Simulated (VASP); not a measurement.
## MnI2: single point with LDA+U

MnI2:

```xyz
6
Lattice="4.1600 0.0000 0.0000 -2.0800 3.6027 0.0000 0.0000 0.0000 13.6400" Properties=species:S:1:pos:R:3 pbc="T T T"
Mn    0.0000    0.0000    0.0000
Mn    0.0000    0.0000    6.8200
I     0.0000    2.4018    1.7050
I     2.0800    1.2009    5.1150
I     0.0000    2.4018    8.5250
I     2.0800    1.2009   11.9350
```

* Program: VASP 6.6.1
* Task: single point
* Functional: LDA
* Potentials or basis: VASP PAW LDA potentials, release 64 (Mn_pv, I)
* Cutoff: 520 eV
* k mesh: 5 × 5 × 2
* Occupations: gaussian, width 0.05 eV
* Spin: collinear spin, ferromagnetic start
* Starting moments: [5.19, 5.19, 0.17, 0.17, 0.17, 0.17] μB
* Fixed moment: 11 μB
* Hubbard terms: Mn d U = 4.0 eV
* Dipole correction: no
* Further INCAR settings: ALGO = Normal; EDIFF = 1e-07; NBANDS = 40

| Property | Result |
| --- | --- |
| Pressure | -1.8 GPa |
| Largest force | 0.135 eV/Å |
| Net moment | 11.00 μB per cell |
| Site moments | Mn +4.63; I +0.15 μB |
| Valence electrons inside the program's atomic spheres | Mn 11.26; I 4.29 |

Forces on the atoms (eV/Å):
```
Mn   0.000  0.000  0.000
Mn   0.000  0.000  0.000
I    0.000  0.000 -0.135
I    0.000  0.000  0.135
I    0.000  0.000 -0.135
I    0.000  0.000  0.135
```

Stress tensor (GPa, compression positive):
```
-1.89  0.00  0.00
 0.00 -1.89  0.00
 0.00  0.00 -1.57
```

Eigenvalues of the final occupation matrices:
| site | spin | trace | eigenvalues |
| --- | --- | --- | --- |
| site 1 d | 1 | 4.70 | 0.93 0.93 0.93 0.95 0.95 |
| site 1 d | 2 | 0.18 | 0.01 0.01 0.01 0.07 0.07 |
| site 2 d | 1 | 4.70 | 0.93 0.93 0.93 0.95 0.95 |
| site 2 d | 2 | 0.18 | 0.01 0.01 0.01 0.07 0.07 |

It took 5.3 min on 1 thread of Intel Xeon 8259CL, on a shared host, peak memory 0.34 GiB.

Caveat: spin-orbit coupling is left out, which moves the levels of the heavy elements; the total moment is fixed, so each spin has its own Fermi level and the state may be an excited one. The state reached can hang on the start; a lower one may exist.
